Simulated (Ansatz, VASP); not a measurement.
## MgTe: VASP beside Ansatz

```
Mg Te
1.0
     2.28524    3.95814    0.00000
    -2.28524    3.95814    0.00000
     0.00000    0.00000    7.41186
Mg Te
2 2
Direct
  0.33333 0.33334 0.00000
  0.66666 0.66667 0.50000
  0.33333 0.33334 0.38500
  0.66666 0.66667 0.88500
```

Alike in both runs: task single point; functional LDA; k mesh 7 × 7 × 4; occupations fermi-dirac, width 0.0215 eV; non-collinear spin, spin-orbit coupling.

|  | VASP | Ansatz |
| --- | --- | --- |
| version | VASP 6.6.1 | Ansatz 0.2.0 |
| potentials or method | VASP PAW LDA potentials, release 64 (Mg, Te), cutoff 600 eV | PAW plane waves |
| valence electrons in the cell | 16 | 52 |

```csv
,VASP,Ansatz,Ansatz less VASP
pressure (GPa),-1.3,-1.3,+0.03
"traceless stress, the component that is largest in VASP (GPa)",-0.66,-0.64,+0.022
rms of the force components (eV/Å),0.117,0.116,-0.0010
```

LDA's correlation is that of Perdew and Zunger in VASP and of Perdew and Wang (1992) in Ansatz. Atom by atom the forces differ by 0.001 eV/Å (rms over components). VASP's potentials hold 16 valence electrons a cell and Ansatz's 52, so a difference there can come from the potentials and not from the codes. Ansatz's warnings: structure snapped to symmetry.
